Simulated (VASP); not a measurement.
## CeRh3Au2: single point with r2SCAN

CeRh3Au2:

```
CELL_PARAMETERS angstrom
5.59725 0.00000 0.00000
-2.79862 4.84736 0.00000
0.00000 0.00000 4.32506
ATOMIC_POSITIONS crystal
Rh 0.50000 0.00000 0.50000
Rh 0.50000 0.50000 0.50000
Rh 0.00000 0.50000 0.50000
Ce 0.00000 0.00000 0.00000
Au 0.33330 0.66670 0.00000
Au 0.66660 0.33330 0.00000
```

```
Program                : VASP 6.6.1
Task                   : single point
Functional             : r2SCAN
Potentials or basis    : VASP PAW PBE potentials, release 64 (Rh_pv, Ce, Au)
Cutoff                 : 520 eV
k mesh                 : 4 × 4 × 4
Occupations            : fermi-dirac, width 0.0749 eV
Spin                   : no spin polarisation
Dipole correction      : no
Further INCAR settings : ALGO = Normal; EDIFF = 1e-07; NBANDS = 48
```

| Item | Value |
| --- | --- |
| Pressure | -8.9 GPa |
| Band gap on the k mesh | zero (an odd number of electrons rules out a gap without spin polarisation) |

Stress tensor (GPa, compression positive):
```
-11.42   0.00   0.00
  0.00 -11.42   0.00
  0.00   0.00  -4.01
```

Levels at points of the mesh, in eV from the Fermi level:
| k point | band 37 | band 38 | band 39 | band 40 | band 41 | band 42 |
| --- | --- | --- | --- | --- | --- | --- |
| (0.00, 0.00, 0.00) | -0.62 | 0.14 | 0.14 | 0.20 | 0.32 | 0.32 |
| (0.50, 0.00, 0.00) | -1.34 | -1.09 | -0.59 | 0.24 | 0.28 | 0.32 |
| (0.00, 0.50, 0.00) | -1.34 | -1.09 | -0.59 | 0.24 | 0.28 | 0.32 |
| (0.00, 0.00, 0.50) | -0.43 | -0.21 | -0.21 | 0.30 | 0.32 | 0.32 |
| (0.50, 0.00, 0.50) | -0.71 | -0.52 | -0.41 | -0.31 | 0.18 | 0.26 |
| (0.00, 0.50, 0.50) | -0.71 | -0.52 | -0.41 | -0.31 | 0.18 | 0.26 |

Run time: 26 min on 1 thread of Intel Xeon 8259CL, on a shared host, peak memory 0.33 GiB.

Caveat: the k points lie up to 0.36 Å⁻¹ apart, too coarse for converged energies and pressures of a metal; the PAW data sets were made with another functional, which shifts forces and pressure a little; spin-orbit coupling is left out, which moves the levels of the heavy elements; semilocal functionals describe open f shells poorly, which spoils levels, moments and volumes. Spin polarisation is off, so any magnetic state and its effect on volume and gap are missing.
